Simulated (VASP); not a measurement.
Here is a VASP 6.6.1 calculation.

File INCAR:

```
  PREC = Accurate
  ENCUT = 600
  EDIFF = 1E-8
  ISMEAR = 0
  SIGMA = 0.01
  LREAL = False
  LASPH = True
  NELM = 120
  ALGO = Normal
  ISIF = 2
  LWAVE = False
  LCHARG = False
  NBANDS = 28
  IBRION = 8
  NSW = 1
  GGA_COMPAT = False
```

The input KPOINTS:

```
regular mesh
0
Gamma
  6 6 6
```

File POSCAR:

```
SrTiO3
1.0
    3.8671987873      0.0000000000      0.0000000000
    0.0000000000      3.8671987873      0.0000000000
    0.0000000000      0.0000000000      3.8671987873
Sr Ti O
1 1 3
Direct
    0.5000000000      0.5000000000      0.5000000000
    0.0000000000      0.0000000000      0.0000000000
    0.5000000000      0.0000000000      0.0000000000
    0.0000000000      0.5000000000      0.0000000000
    0.0000000000      0.0000000000      0.5000000000
```

Potentials or basis: VASP PAW LDA potentials, release 64 (Sr_sv, Ti_sv, O).

The run is started by

```console
$ cat potpaw_LDA.64/Sr_sv/POTCAR potpaw_LDA.64/Ti_sv/POTCAR potpaw_LDA.64/O/POTCAR > POTCAR
$ mpirun -np 1 vasp_std > vasp.out
```

Q: Estimate the highest phonon frequency at Γ, LO-TO splitting left out.

A: 552 cm⁻¹.

Phonon frequencies in cm⁻¹ (negative: imaginary):
```tsv
q point	frequencies
(0.000, 0.000, 0.000)	-15 -15 -15 16 16 16 168 168 168 223 223 223 552 552 552
```

Caveat: the cell stands under pressure or tension, which shifts response properties; some modes are imaginary.
